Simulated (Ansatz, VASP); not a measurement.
## One calculation of HfSi3Mo3, two programs

```xyz
7
Lattice="5.1448 0.0000 0.0000 0.0000 5.1448 0.0000 0.0000 0.0000 5.1448" Properties=species:S:1:pos:R:3 pbc="T T T"
Hf    2.5724    2.5724    2.5724
Si    2.5724    0.0000    0.0000
Si    0.0000    2.5724    0.0000
Si    0.0000    0.0000    2.5724
Mo    2.5724    2.5724    0.0000
Mo    0.0000    2.5724    2.5724
Mo    2.5724    0.0000    2.5724
```

Change from the starting cell: species swapped into the La3GaBr3 type (Pm-3m, No. 221).

Alike in both runs: functional PBE; k mesh 4 × 4 × 4; occupations gaussian, width 0.1 eV; no spin polarisation.

Ansatz relaxed the structure, and its values are those at the end. VASP's run is a single point on that final structure, the one shown.

```csv
,VASP,Ansatz
version,VASP 6.6.1,Ansatz 0.2.0
potentials or method,"VASP PAW PBE potentials, release 64 (Hf_pv, Si, Mo_sv), cutoff 520 eV","scalar-relativistic, plane waves, PAW"
valence electrons in the cell,64,80
```

VASP gave:

* gap on the k mesh at the Fermi level (eV): none
* pressure (GPa): -0.1

Question: What did Ansatz give for the same quantities?

Answer: gap on the k mesh at the Fermi level (eV): none; pressure (GPa): 0.0.

A gap of «none» marks a metal or a gap that the smearing closes. VASP's potentials hold 64 valence electrons a cell and Ansatz's 80, so a difference there can come from the potentials and not from the codes.

Spin-orbit coupling is off throughout.
